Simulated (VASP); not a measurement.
# C (P4/mmm) in VASP: relaxation of cell and atoms with PBE

Aim: the relaxation of cell and atoms of C with PBE.

Program: VASP 6.6.1. These are calculated values, not measurements. Logs are shortened: lines on timing, memory, paths and dates and some standing lists are left out, and cuts for length are marked.

## 1. The cell of the first run

It takes space group P4/mmm (No. 123, tetragonal). The conventional cell has a = 1.728 Å, b = 1.728 Å, c = 3.736 Å, α = 90.00°, β = 90.00°, γ = 90.00°. C (site symmetry 4mm) has 5 C at 1.39 to 1.73 Å within 1.9 Å.

The cell was generated, and may not be a known phase.

## 2. Relaxation of cell and atoms, PBE

INCAR reads:

```
  PREC = Accurate
  ENCUT = 1300
  EDIFF = 1E-7
  ISMEAR = 0
  SIGMA = 0.1
  LREAL = False
  LASPH = True
  NELM = 120
  ALGO = Normal
  ISIF = 3
  LWAVE = False
  LCHARG = False
  GGA = PE
  IBRION = 2
  NSW = 90
  EDIFFG = -0.04
  GGA_COMPAT = False
  NELMIN = 4
```

KPOINTS reads:

```
regular mesh
0
Gamma
  10 10 6
```

POSCAR reads:

```
C
1.0
    1.7277330500      0.0000000000      0.0000000000
    0.0000000000      1.7277330500      0.0000000000
    0.0000000000      0.0000000000      3.7356940900
C
2
Direct
    0.0000000000      0.0000000000      0.8136955500
    0.0000000000      0.0000000000      0.1863044500
```

Potentials or basis: VASP PAW PBE potentials, release 64 (C_h).

Launch:

```bash
$ cat potpaw_PBE.64/C_h/POTCAR > POTCAR
$ mpirun -np 1 vasp_std > vasp.out
```

OUTCAR:

```text
PREC = Accurate
   ENCUT = 1300
   EDIFF = 1E-7
   ISMEAR = 0
   LREAL = False
   LASPH = True
   NELM = 120
   ISIF = 3
   GGA = PE
   IBRION = 2
   NSW = 90
   EDIFFG = -0.04
   NELMIN = 4

 ion  position               nearest neighbor table
   1  0.000  0.000  0.814-   2 1.39
   2  0.000  0.000  0.186-   1 1.39

  LATTYP: Found a simple tetragonal cell.
 ALAT       =     1.7277330500
 C/A-ratio  =     2.1621940322

  Lattice vectors:

 A1 = (   1.7277330500,   0.0000000000,   0.0000000000)
 A2 = (   0.0000000000,   1.7277330500,   0.0000000000)
 A3 = (   0.0000000000,   0.0000000000,   3.7356940900)

Analysis of symmetry for initial positions (statically):
=====================================================================
 Subroutine PRICEL returns:
 Original cell was already a primitive cell.

 Routine SETGRP: Setting up the symmetry group for a
 simple tetragonal supercell.

 Subroutine GETGRP returns: Found 16 space group operations
 (whereof 16 operations were pure point group operations)
 out of a pool of 16 trial point group operations.

The static configuration has the point symmetry D_4h.

Analysis of symmetry for dynamics (positions and initial velocities):
=====================================================================
 Subroutine PRICEL returns:
 Original cell was already a primitive cell.

 Routine SETGRP: Setting up the symmetry group for a
 simple tetragonal supercell.

 Subroutine GETGRP returns: Found 16 space group operations
 (whereof 16 operations were pure point group operations)
 out of a pool of 16 trial point group operations.

The dynamic configuration has the point symmetry D_4h.

 Subroutine INISYM returns: Found 16 space group operations
 (whereof 16 operations are pure point group operations),
 and found     1 'primitive' translations

----------------------------------------------------------------------------------------

                                     Primitive cell

  volume of cell :      11.1513

  direct lattice vectors                    reciprocal lattice vectors
     1.727733050  0.000000000  0.000000000     0.578793119  0.000000000  0.000000000
     0.000000000  1.727733050  0.000000000     0.000000000  0.578793119  0.000000000
     0.000000000  0.000000000  3.735694090     0.000000000  0.000000000  0.267687872

  length of vectors
     1.727733050  1.727733050  3.735694090     0.578793119  0.578793119  0.267687872

  position of ions in fractional coordinates (direct lattice)
     0.000000000  0.000000000  0.813695550
     0.000000000  0.000000000  0.186304450

  ion indices of the primitive-cell ions
   primitive index   ion index
                 1           1
                 2           2

----------------------------------------------------------------------------------------

 KPOINTS: regular mesh

Automatic generation of k-mesh.
 Grid dimensions read from file:
 generate k-points for:   10   10    6

 Generating k-lattice:

  Cartesian coordinates                     Fractional coordinates (reciprocal lattice)
     0.057879312  0.000000000  0.000000000     0.100000000  0.000000000  0.000000000
     0.000000000  0.057879312  0.000000000     0.000000000  0.100000000  0.000000000
     0.000000000  0.000000000  0.044614645     0.000000000  0.000000000  0.166666667

  Length of vectors
     0.057879312  0.057879312  0.044614645

  Shift w.r.t. Gamma in fractional coordinates (k-lattice)
     0.000000000  0.000000000  0.000000000

 Subroutine IBZKPT returns following result:
 ===========================================

 Found     84 irreducible k-points:

 Following reciprocal coordinates:
            Coordinates               Weight
  0.000000  0.000000  0.000000      1.000000
  0.100000  0.000000  0.000000      4.000000
  0.200000  0.000000  0.000000      4.000000
  0.300000  0.000000  0.000000      4.000000
  0.400000  0.000000  0.000000      4.000000
  0.500000  0.000000  0.000000      2.000000
[... 16 lines left out ...]
  0.100000  0.000000  0.166667      8.000000
  0.200000  0.000000  0.166667      8.000000
 [... further k-points ...]
   k-points           NKPTS =     84   k-points in BZ     NKDIM =     84   number of bands    NBANDS=      8
   number of dos      NEDOS =    301   number of ions     NIONS =      2
   total plane-waves  NPLWV =  19200
   dimension x,y,z NGX =    20 NGY =   20 NGZ =   48
   dimension x,y,z NGXF=    40 NGYF=   40 NGZF=   96
   ions per type =               2
   NGX,Y,Z   is equivalent  to a cutoff of  19.24, 19.24, 21.36 a.u.
   NGXF,Y,Z  is equivalent  to a cutoff of  38.49, 38.49, 42.72 a.u.
 SYSTEM =  unknown system
   PREC   = accura    normal or accurate (medium, high low for compatibility)
   ISTART =      0    job   : 0-new  1-cont  2-samecut
   ICHARG =      2    charge: 1-file 2-atom 10-const
   ISPIN  =      1    spin polarized calculation?
   LNONCOLLINEAR =      F non collinear calculations
   LSORBIT =      F    spin-orbit coupling
   LASPH  =      T    aspherical Exc in radial PAW
   ENCUT  = 1300.0 eV  95.55 Ry    9.77 a.u.   5.08  5.08 10.98*2*pi/ulx,y,z
   NELM   =    120;   NELMIN=  4; NELMDL= -5     # of ELM steps
   EDIFF  = 0.1E-06   stopping-criterion for ELM
   LREAL  =      F    real-space projection
   EDIFFG = -.4E-01   stopping-criterion for IOM
   NSW    =     90    number of steps for IOM
   IBRION =      2    ionic relax: 0-MD 1-quasi-New 2-CG
   NFREE  =      1    steps in history (QN), initial steepest desc. (CG)
   ISIF   =      3    stress and relaxation
   ISYM   =      2    0-nonsym 1-usesym 2-fastsym
   POTIM  = 0.5000    time-step for ionic-motion
   TEBEG  =    0.0;   TEEND  =   0.0 temperature during run
   PSTRESS=    0.0 pullay stress
   NELECT =       8.0000    total number of electrons
   NUPDOWN=      -1.0000    fix difference up-down
   EMIN   =  10.00;   EMAX   =-10.00  energy-range for DOS
   EFERMI =   0.00;   METHOD = LEGACY
   ISMEAR =     0;   SIGMA  =   0.10  broadening in eV -4-tet -1-fermi 0-gaus
   EFERMI_NEDOS =   21; number of points for ismear=-14 and -15
   IALGO  =     38    algorithm
   IMIX   =      4    mixing-type and parameters
     AMIX     =   0.40;   BMIX     =  1.00
     AMIX_MAG =   1.60;   BMIX_MAG =  1.00
  volume/ion in A,a.u.               =       5.58        37.63
  Fermi-wavevector in a.u.,A,eV,Ry     =   1.465536  2.769462 29.222554  2.147797
  Thomas-Fermi vector in A             =   2.581382
   LORBIT       =      0    0 simple, 1 ext, 2 COOP (PROOUT), +10 PAW based schemes
   GGA     = PE    functional components
   LHFCALC =     F    Hartree Fock is set to
   AEXX    =    0.0000 exact exchange contribution
   IVDW    =     0    specifies the selected vdW correction
   LEPSILON=     F    determine dielectric tensor
   LRPA    =     F    only Hartree local field effects (RPA)
 conjugate gradient relaxation of ions
 non-spin polarized calculation
 Gauss-broadening in eV      SIGMA  =   0.10
  energy-cutoff  :     1300.00
  volume of cell :       11.15
 maximum number of plane-waves:      1216
   NGX = 11   NGY = 11   NGZ = 21

--------------------------------------- Ionic step        1  -------------------------------------------

 number of electron       8.0000000 magnetization

 Free energy of the ion-electron system (eV)
  ---------------------------------------------------
  ext. energy  EPLUGINS =         0.00000000
  ---------------------------------------------------
  free energy    TOTEN  =       -12.86067144 eV

  energy without entropy =      -12.85837833  energy(sigma->0) =      -12.85952489

------------------------ aborting loop because EDIFF is reached ----------------------------------------

  FORCE on cell =-STRESS in cart. coord.  units (eV):
  Direction    XX          YY          ZZ          XY          YZ          ZX
  --------------------------------------------------------------------------------------
  -------------------------------------------------------------------------------------
  Total        2.6050686      2.6050686      7.8341087      0.0000000     -0.0000000      0.0000000
  in kB      374.2873598    374.2873598   1125.5779823      0.0000000     -0.0000000      0.0000000
  external PRESSURE =     624.7175673 kB  Pullay stress =       0.0000000 kB
[... 89 lines left out ...]
  FREE ENERGIE OF THE ION-ELECTRON SYSTEM (eV)
  ---------------------------------------------------
  free  energy   TOTEN  =       -12.7335507976 eV

  energy  without entropy=      -12.7311490290  energy(sigma->0) =      -12.73234991

 E-fermi :  10.3766     XC(G=0): -13.4251

 val. band max:       10.3631282477   @ k =   0.4000   0.1000   0.3333
 cond. band min:      10.3826583939   @ k =   0.3000   0.0000   0.5000
 fundamental gap:      0.0195301462
 Fermi energy:        10.3765799911

 k-point     1 :       0.0000    0.0000    0.0000
  band No.  band energies     occupation
      1     -11.4467      2.00000
      2      -3.1544      2.00000
      3      -0.1601      2.00000
      4      18.5870      0.00000
      5      20.7867      0.00000
      6      20.7867      0.00000
      7      24.0289      0.00000
      8      24.0289      0.00000
[... 243 lines left out ...]
 k-point    24 :       0.2000    0.0000    0.1667
  band No.  band energies     occupation
      1      -9.7400      2.00000
      2      -2.7814      2.00000
      3       2.8233      2.00000
      4      13.0599      0.00000
      5      16.7583      0.00000
      6      19.5024      0.00000
      7      21.8544      0.00000
      8      24.8265      0.00000

 [... further k-points ...]

[... ionic steps 4 to 20 ...]

--------------------------------------- Ionic step       21  -------------------------------------------

 number of electron       8.0000000 magnetization

------------------------ aborting loop because EDIFF is reached ----------------------------------------

  FORCE on cell =-STRESS in cart. coord.  units (eV):
  Direction    XX          YY          ZZ          XY          YZ          ZX
  --------------------------------------------------------------------------------------
  -------------------------------------------------------------------------------------
  Total       -0.2071953     -0.2071953     -0.0254481      0.0000000     -0.0000000     -0.0000000
  in kB      -23.3832828    -23.3832828     -2.8719789      0.0000000     -0.0000000     -0.0000000
  external PRESSURE =     -16.5461815 kB  Pullay stress =       0.0000000 kB
[... 57 lines left out ...]
  energy  without entropy=      -13.2902997039  energy(sigma->0) =      -13.29294674

--------------------------------------- Ionic step       23  -------------------------------------------

 number of electron       8.0000000 magnetization

 Free energy of the ion-electron system (eV)
  ---------------------------------------------------
  ext. energy  EPLUGINS =         0.00000000
  ---------------------------------------------------
  free energy    TOTEN  =       -13.29622504 eV

  energy without entropy =      -13.29052114  energy(sigma->0) =      -13.29337309

 E-fermi :   7.1836     XC(G=0): -12.1204

 val. band max:        7.1780672663   @ k =   0.5000   0.1000   0.3333
 cond. band min:       7.1883122207   @ k =   0.5000   0.5000   0.1667
 fundamental gap:      0.0102449544
 Fermi energy:         7.1835516415

 k-point     1 :       0.0000    0.0000    0.0000
  band No.  band energies     occupation
      1     -13.7359      2.00000
      2      -5.8277      2.00000
      3      -0.8453      2.00000
      4      15.2683      0.00000
      5      17.1266      0.00000
      6      17.1266      0.00000
      7      18.8719      0.00000
      8      20.8332      0.00000
[... 243 lines left out ...]
 k-point    24 :       0.2000    0.0000    0.1667
  band No.  band energies     occupation
      1     -12.1954      2.00000
      2      -4.6865      2.00000
      3       1.0524      2.00000
      4       9.8755      0.00000
      5      13.4633      0.00000
      6      16.6055      0.00000
      7      18.0789      0.00000
      8      21.6447      0.00000

 [... further k-points ...]

------------------------ aborting loop because EDIFF is reached ----------------------------------------

  FORCE on cell =-STRESS in cart. coord.  units (eV):
  Direction    XX          YY          ZZ          XY          YZ          ZX
  --------------------------------------------------------------------------------------
  -------------------------------------------------------------------------------------
  Total       -0.0105161     -0.0105161      0.0225831      0.0000000      0.0000000      0.0000000
  in kB       -1.1845186     -1.1845186      2.5437152      0.0000000      0.0000000      0.0000000
  external PRESSURE =       0.0582260 kB  Pullay stress =       0.0000000 kB
[... 17 lines left out ...]
  FREE ENERGIE OF THE ION-ELECTRON SYSTEM (eV)
  ---------------------------------------------------
  free  energy   TOTEN  =       -13.2962250372 eV

  energy  without entropy=      -13.2905211362  energy(sigma->0) =      -13.29337309

 reached required accuracy - stopping structural energy minimisation
```

It took 3.6 min on 1 thread of Intel Xeon Platinum 8259CL at 2.50GHz (Skylake/Cascade Lake), shared host; peak memory 0.15 GiB.

Results:

```yaml
Free_energy: -13.2962 eV
Relaxed_volume: 7.11 Å³/atom
Relaxed_cell: a = 1.788 Å, b = 1.788 Å, c = 4.448 Å, α = 90.00°, β = 90.00°, γ = 90.00°
Space_group_after_relaxing_to_0.1_Å: P4/mmm (No. 123)
Energy_gained_by_relaxing: 217.8 meV/atom
Ionic_steps: 23
Pressure_after_relaxing: 0.0 GPa
Largest_force_after_relaxing: 0.008 eV/Å
Band_gap_on_the_k_mesh: zero (bands 4 and 5 overlap by 9.47 eV)
```

Forces on the atoms (eV/Å):
```
C    0.000  0.000  0.008
C    0.000  0.000 -0.008
```

Stress tensor (GPa, compression positive):
```
-0.12  0.00  0.00
 0.00 -0.12  0.00
 0.00  0.00  0.25
```

The path:
| step | energy change (eV) | largest force (eV/Å) | pressure (GPa) | volume (Å³) |
| --- | --- | --- | --- | --- |
| 1 | 0.0000 | 4.1419 | 62.47 | 11.15 |
| 2 | 0.4908 | 0.3469 | -49.04 | 14.98 |
| 3 | 0.1271 | 0.6919 | -38.95 | 13.81 |
| 4 | -0.1057 | 1.1895 | -25.63 | 13.06 |
| 5 | -0.3711 | 0.7180 | 1.67 | 12.08 |
| 6 | -0.3655 | 0.3618 | 16.84 | 11.73 |
| 7 | -0.3793 | 0.2979 | 7.49 | 11.94 |
| 8 | -0.3793 | 0.2478 | 8.17 | 11.92 |
| 9 | -0.3901 | 0.1355 | -2.34 | 12.40 |
| 10 | -0.3926 | 0.1691 | 0.72 | 12.25 |
| 11 | -0.3967 | 0.1265 | 0.64 | 12.34 |
| 12 | -0.4028 | 0.0438 | 0.47 | 12.54 |
| 13 | -0.4140 | 0.0825 | 1.20 | 12.96 |
| 14 | -0.4198 | 0.8047 | 5.91 | 13.79 |
| 15 | -0.4248 | 0.1889 | 3.19 | 13.36 |
| 16 | -0.4230 | 0.6293 | 5.14 | 13.66 |
| 17 | -0.4253 | 0.3836 | 4.06 | 13.50 |
| 18 | -0.4275 | 0.3172 | 3.31 | 13.57 |
| 19 | -0.4320 | 0.1574 | 1.27 | 13.80 |
| 20 | -0.4344 | 0.0929 | -2.16 | 14.27 |
| 21 | -0.4345 | 0.0527 | -1.65 | 14.20 |
| 22 | -0.4349 | 0.0419 | -1.25 | 14.20 |
| 23 | -0.4356 | 0.0080 | 0.01 | 14.22 |

Final structure:
```
C
1.0
     1.78829    0.00000    0.00000
     0.00000    1.78829    0.00000
     0.00000    0.00000    4.44784
C
2
Direct
  0.00000 0.00000 0.83057
  0.00000 0.00000 0.16943
```

Caveat: the k points lie up to 0.35 Å⁻¹ apart in the final cell, too coarse for converged energies and pressures of a metal; the volume moved by over 15 % at a fixed basis, so the end points are rough.
